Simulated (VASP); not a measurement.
# Pd (Fm-3m) in VASP: settings compared, part 2 of 2

VASP 6.6.1.

## Step 3: Relaxation of cell and atoms, revPBE+D3(BJ)

INCAR

```
ALGO     = Normal         # electronic algorithm
EDIFF    = 1E-7           # SCF threshold, eV
EDIFFG   = -0.05          # ionic threshold
ENCUT    = 500            # plane-wave cutoff, eV
GGA      = RE             # functional
GGA_COMPAT= False        
IBRION   = 2              # ionic algorithm
ISIF     = 3              # what is computed and relaxed
ISMEAR   = 1              # smearing method
IVDW     = 12             # dispersion correction
LASPH    = True           # aspherical terms in the spheres
LCHARG   = False          # write CHGCAR
LREAL    = False          # projectors in reciprocal space
LWAVE    = False          # write WAVECAR
NELM     = 120            # most SCF steps
NELMIN   = 4            
NSW      = 100            # ionic steps
PREC     = Accurate       # precision mode
SIGMA    = 0.1            # smearing width, eV
```

KPOINTS

```
k-points
0
Gamma
  9 9 9
```

POSCAR

```
Pd
1.0
    0.0000000000      1.9465000000      1.9465000000
    1.9465000000      0.0000000000      1.9465000000
    1.9465000000      1.9465000000      0.0000000000
Pd
1
Direct
    0.0000000000      0.0000000000      0.0000000000
```

Potentials or basis: VASP PAW PBE potentials, release 64 (Pd).

On the command line:

```sh
$ cat potpaw_PBE.64/Pd/POTCAR > POTCAR
$ mpirun -np 1 vasp_std > vasp.out
```

OUTCAR:

```text
EDIFF = 1E-7
   EDIFFG = -0.05
   ENCUT = 500
   GGA = RE
   IBRION = 2
   ISIF = 3
   ISMEAR = 1
   IVDW = 12
   LASPH = True
   LREAL = False
   NELM = 120
   NELMIN = 4
   NSW = 100
   PREC = Accurate
 IVDW          = 12

 ion  position               nearest neighbor table
   1  0.000  0.000  0.000-

  LATTYP: Found a face centered cubic cell.
 ALAT       =     3.8930000000

  Lattice vectors:

 A1 = (   0.0000000000,   1.9465000000,   1.9465000000)
 A2 = (   1.9465000000,   0.0000000000,   1.9465000000)
 A3 = (   1.9465000000,   1.9465000000,   0.0000000000)

Analysis of symmetry for initial positions (statically):
=====================================================================
 Subroutine PRICEL returns:
 Original cell was already a primitive cell.

 Routine SETGRP: Setting up the symmetry group for a
 face centered cubic supercell.

 Subroutine GETGRP returns: Found 48 space group operations
 (whereof 48 operations were pure point group operations)
 out of a pool of 48 trial point group operations.

The static configuration has the point symmetry O_h .

Analysis of symmetry for dynamics (positions and initial velocities):
=====================================================================
 Subroutine PRICEL returns:
 Original cell was already a primitive cell.

 Routine SETGRP: Setting up the symmetry group for a
 face centered cubic supercell.

 Subroutine GETGRP returns: Found 48 space group operations
 (whereof 48 operations were pure point group operations)
 out of a pool of 48 trial point group operations.

The dynamic configuration has the point symmetry O_h .

 Subroutine INISYM returns: Found 48 space group operations
 (whereof 48 operations are pure point group operations),
 and found     1 'primitive' translations

----------------------------------------------------------------------------------------

                                     Primitive cell

  volume of cell :      14.7500

  direct lattice vectors                    reciprocal lattice vectors
     0.000000000  1.946500000  1.946500000    -0.256871307  0.256871307  0.256871307
     1.946500000  0.000000000  1.946500000     0.256871307 -0.256871307  0.256871307
     1.946500000  1.946500000  0.000000000     0.256871307  0.256871307 -0.256871307

  length of vectors
     2.752766699  2.752766699  2.752766699     0.444914156  0.444914156  0.444914156

  position of ions in fractional coordinates (direct lattice)
     0.000000000  0.000000000  0.000000000

  ion indices of the primitive-cell ions
   primitive index   ion index
                 1           1

----------------------------------------------------------------------------------------

 KPOINTS: k-points

Automatic generation of k-mesh.
 Grid dimensions read from file:
 generate k-points for:    9    9    9

 Generating k-lattice:

  Cartesian coordinates                     Fractional coordinates (reciprocal lattice)
    -0.028541256  0.028541256  0.028541256     0.111111111  0.000000000  0.000000000
     0.028541256 -0.028541256  0.028541256     0.000000000  0.111111111  0.000000000
     0.028541256  0.028541256 -0.028541256     0.000000000  0.000000000  0.111111111

  Length of vectors
     0.049434906  0.049434906  0.049434906

  Shift w.r.t. Gamma in fractional coordinates (k-lattice)
     0.000000000  0.000000000  0.000000000

 Subroutine IBZKPT returns following result:
 ===========================================

 Found     35 irreducible k-points:

 Following reciprocal coordinates:
            Coordinates               Weight
  0.000000  0.000000  0.000000      1.000000
  0.111111  0.000000  0.000000      8.000000
  0.222222  0.000000  0.000000      8.000000
  0.333333  0.000000  0.000000      8.000000
  0.444444  0.000000  0.000000      8.000000
  0.111111  0.111111  0.000000      6.000000
[... 16 lines left out ...]
 -0.333333  0.333333  0.000000     12.000000
  0.444444  0.444444  0.000000      6.000000
 [... further k-points ...]
   k-points           NKPTS =     35   k-points in BZ     NKDIM =     35   number of bands    NBANDS=      9
   number of dos      NEDOS =    301   number of ions     NIONS =      1
   total plane-waves  NPLWV =   8000
   dimension x,y,z NGX =    20 NGY =   20 NGZ =   20
   dimension x,y,z NGXF=    40 NGYF=   40 NGZF=   40
   ions per type =               1
   NGX,Y,Z   is equivalent  to a cutoff of  12.08, 12.08, 12.08 a.u.
   NGXF,Y,Z  is equivalent  to a cutoff of  24.16, 24.16, 24.16 a.u.
 SYSTEM =  unknown system
   PREC   = accura    normal or accurate (medium, high low for compatibility)
   ISTART =      0    job   : 0-new  1-cont  2-samecut
   ICHARG =      2    charge: 1-file 2-atom 10-const
   ISPIN  =      1    spin polarized calculation?
   LNONCOLLINEAR =      F non collinear calculations
   LSORBIT =      F    spin-orbit coupling
   LASPH  =      T    aspherical Exc in radial PAW
   ENCUT  =  500.0 eV  36.75 Ry    6.06 a.u.   5.02  5.02  5.02*2*pi/ulx,y,z
   NELM   =    120;   NELMIN=  4; NELMDL= -5     # of ELM steps
   EDIFF  = 0.1E-06   stopping-criterion for ELM
   LREAL  =      F    real-space projection
   EDIFFG = -.5E-01   stopping-criterion for IOM
   NSW    =    100    number of steps for IOM
   IBRION =      2    ionic relax: 0-MD 1-quasi-New 2-CG
   NFREE  =      1    steps in history (QN), initial steepest desc. (CG)
   ISIF   =      3    stress and relaxation
   ISYM   =      2    0-nonsym 1-usesym 2-fastsym
   POTIM  = 0.5000    time-step for ionic-motion
   TEBEG  =    0.0;   TEEND  =   0.0 temperature during run
   PSTRESS=    0.0 pullay stress
   NELECT =      10.0000    total number of electrons
   NUPDOWN=      -1.0000    fix difference up-down
   EMIN   =  10.00;   EMAX   =-10.00  energy-range for DOS
   EFERMI =   0.00;   METHOD = LEGACY
   ISMEAR =     1;   SIGMA  =   0.10  broadening in eV -4-tet -1-fermi 0-gaus
   EFERMI_NEDOS =   21; number of points for ismear=-14 and -15
   IALGO  =     38    algorithm
   IMIX   =      4    mixing-type and parameters
     AMIX     =   0.40;   BMIX     =  1.00
     AMIX_MAG =   1.60;   BMIX_MAG =  1.00
  volume/ion in A,a.u.               =      14.75        99.54
  Fermi-wavevector in a.u.,A,eV,Ry     =   1.438171  2.717748 28.141404  2.068335
  Thomas-Fermi vector in A             =   2.557167
   LORBIT       =      0    0 simple, 1 ext, 2 COOP (PROOUT), +10 PAW based schemes
   GGA     = RE    functional components
   LHFCALC =     F    Hartree Fock is set to
   AEXX    =    0.0000 exact exchange contribution
   IVDW    =    12    specifies the selected vdW correction
   LEPSILON=     F    determine dielectric tensor
   LRPA    =     F    only Hartree local field effects (RPA)
 conjugate gradient relaxation of ions
 non-spin polarized calculation
 Methfessel and Paxton  Order N= 1 SIGMA  =   0.10
  energy-cutoff  :      500.00
  volume of cell :       14.75
 maximum number of plane-waves:       385
   NGX =  9   NGY =  9   NGZ =  9

--------------------------------------- Ionic step        1  -------------------------------------------

 number of electron      10.0000000 magnetization

 number of electron       9.9999999 magnetization

 Free energy of the ion-electron system (eV)
  ---------------------------------------------------
  ext. energy  EPLUGINS =         0.00000000
  ---------------------------------------------------
  free energy    TOTEN  =        -4.72345176 eV

  energy without entropy =       -4.72460663  energy(sigma->0) =       -4.72383672

 E-fermi :   9.7899     XC(G=0): -13.1154

 val. band max:        9.7852543434   @ k =   0.4444   0.1111   0.0000
 cond. band min:       9.8310896855   @ k =  -0.4444   0.3333   0.0000
 fundamental gap:      0.0458353421
 Fermi energy:         9.7899474249

 k-point     1 :       0.0000    0.0000    0.0000
  band No.  band energies     occupation
      1       2.7495      2.00000
      2       6.9974      2.00000
      3       6.9974      2.00000
      4       6.9974      2.00000
      5       8.6009      2.00000
      6       8.6009      2.00000
      7      27.0478      0.00000
      8      31.8493      0.00000
      9      31.8493      0.00000
[... 351 lines left out ...]
  energy  without entropy=       -5.9903362533  energy(sigma->0) =       -5.98956040

--------------------------------------- Ionic step        3  -------------------------------------------

 number of electron      10.0000004 magnetization

 Free energy of the ion-electron system (eV)
  ---------------------------------------------------
  ext. energy  EPLUGINS =         0.00000000
  ---------------------------------------------------
  free energy    TOTEN  =        -4.69488089 eV

  energy without entropy =       -4.69602419  energy(sigma->0) =       -4.69526199

 E-fermi :  10.2269     XC(G=0): -13.2762

 val. band max:       10.2225276349   @ k =   0.4444   0.1111   0.0000
 cond. band min:      10.2700407492   @ k =  -0.4444   0.3333   0.0000
 fundamental gap:      0.0475131144
 Fermi energy:        10.2268890742

 k-point     1 :       0.0000    0.0000    0.0000
  band No.  band energies     occupation
      1       2.9845      2.00000
      2       7.3149      2.00000
      3       7.3149      2.00000
      4       7.3149      2.00000
      5       8.9867      2.00000
      6       8.9867      2.00000
      7      27.4902      0.00000
      8      32.4366      0.00000
      9      32.4366      0.00000
[... 308 lines left out ...]
  FREE ENERGIE OF THE ION-ELECTRON SYSTEM (eV)
  ---------------------------------------------------
  free  energy   TOTEN  =        -6.0045886343 eV

  energy  without entropy=       -6.0057319351  energy(sigma->0) =       -6.00496973

 reached required accuracy - stopping structural energy minimisation
```

Run time: 12 s. Hardware: 1 thread of AMD EPYC 7R43 (Zen 3), shared host; peak memory 0.1 GiB.

What came out:

* Free energy: -6.0046 eV
* Relaxed volume: 14.38 Å³/atom
* Relaxed cell: a = 2.730 Å, b = 2.730 Å, c = 2.730 Å, α = 60.00°, β = 60.00°, γ = 60.00°
* Space group after relaxing (to 0.05 Å): Fm-3m (No. 225)
* Energy gained by relaxing: 5.9 meV/atom
* Ionic steps: 3
* Pressure after relaxing: 0.0 GPa
* Band gap on the k mesh: zero (band 5 reaches 10.47 eV, above the bottom of band 6 at 8.92 eV)
* Dispersion energy per atom: -1.310 eV

The path:
| step | energy change (eV) | largest force (eV/Å) | pressure (GPa) | volume (Å³) |
| --- | --- | --- | --- | --- |
| 1 | 0.0000 | 0.0000 | -4.87 | 14.75 |
| 2 | 0.0096 | 0.0000 | 9.17 | 13.81 |
| 3 | -0.0059 | 0.0000 | -0.04 | 14.38 |

Final structure:
```yaml
crystal:
  lattice:
    - [0.00000, 1.93011, 1.93011]
    - [1.93011, 0.00000, 1.93011]
    - [1.93011, 1.93011, 0.00000]
  atoms:
    - { symbol: Pd, position: [0.00000, 0.00000, 0.00000] }
```

Caveat: the PAW data sets were made with another functional, which shifts forces and pressure a little; pairwise dispersion overbinds metals, which lowers pressure and volume.

## Step 4: Relaxation of cell and atoms, r2SCAN

POSCAR is that of step 3.

INCAR.step1

```
SYSTEM = Pd
ALGO = Normal
EDIFF = 1E-5
EDIFFG = -0.005
ENCUT = 550
GGA = PE
GGA_COMPAT = .False.
IBRION = 2
ISIF = 3
ISMEAR = 1
LASPH = .True.
LCHARG = .False.
LREAL = .False.
LWAVE = .True.
NELM = 120
NELMIN = 4
NSW = 100
PREC = Accurate
SIGMA = 0.1
```

INCAR.step2

```
SYSTEM = Pd
ALGO = Normal
EDIFF = 1E-7
EDIFFG = -0.05
ENCUT = 550
GGA_COMPAT = .False.
IBRION = 2
ISIF = 3
ISMEAR = 1
ISTART = 1
LASPH = .True.
LCHARG = .False.
LMIXTAU = .True.
LREAL = .False.
LWAVE = .False.
METAGGA = R2SCAN
NELM = 120
NELMIN = 4
NSW = 100
PREC = Accurate
SIGMA = 0.1
```

KPOINTS

```
k-points
0
Gamma
  9 9 9
  0 0 0
```

On the command line:

```sh
$ cat potpaw_PBE.64/Pd/POTCAR > POTCAR
$ cp INCAR.step1 INCAR
$ mpirun -np 1 vasp_std > vasp.out
$ cp INCAR.step2 INCAR
$ mpirun -np 1 vasp_std > vasp.out
```

It took 3 min on 1 thread of AMD EPYC 7R43 (Zen 3), shared host; peak memory 0.12 GiB.

Results (log left out):

```
Free energy                            : -22.9473 eV
Relaxed volume                         : 14.92 Å³/atom
Relaxed cell                           : a = 2.763 Å, b = 2.763 Å, c = 2.763 Å, α = 60.00°, β = 60.00°, γ = 60.00°
Space group after relaxing (to 0.05 Å) : Fm-3m (No. 225)
Energy gained by relaxing              : 1.1 meV/atom
Ionic steps                            : 3
Pressure after relaxing                : 0.0 GPa
Band gap on the k mesh                 : zero (band 5 reaches 9.59 eV, above the bottom of band 6 at 8.04 eV)
```

Step by step:
```
step  energy change (eV)  largest force (eV/Å)  pressure (GPa)  volume (Å³)
   1              0.0000                0.0000            2.24        14.75
   2              0.0018                0.0000           -3.30        15.19
   3             -0.0011                0.0000            0.01        14.92
```

Final structure:
```
CELL_PARAMETERS angstrom
0.00000 1.95384 1.95384
1.95384 0.00000 1.95384
1.95384 1.95384 0.00000
ATOMIC_POSITIONS crystal
Pd 0.00000 0.00000 0.00000
```

Levels at points of the mesh, in eV from the Fermi level:
| k point | band 1 | band 2 | band 3 | band 4 | band 5 | band 6 | band 7 | band 8 | band 9 |
| --- | --- | --- | --- | --- | --- | --- | --- | --- | --- |
| (0.00, 0.00, 0.00) | -7.03 | -2.82 | -2.82 | -2.82 | -1.24 | -1.24 | 18.10 | 23.03 | 23.03 |

Caveat: the PAW data sets were made with another functional, which shifts forces and pressure a little.

## Step 5: Summary

```tsv
level	cutoff (eV)	gap on the mesh (eV)	pressure (GPa)	relaxed volume (Å³/atom)
RPBE	500	none	-0.1	15.70
revPBE+D3(BJ)	500	none	0.0	14.38
r2SCAN	550	none	0.0	14.92
```

Alike in all rows: task relaxation of cell and atoms; potentials or basis VASP PAW PBE potentials, release 64 (Pd); no spin polarisation; cell relaxed; k mesh 9 × 9 × 9; smearing methfessel-paxton 0.1 eV.

Caveats: the PAW data sets were made with another functional, which shifts forces and pressure a little; pairwise dispersion overbinds metals, which lowers pressure and volume (some runs).

Total energies depend on the potentials used, so only differences within one code and one set of settings carry meaning.
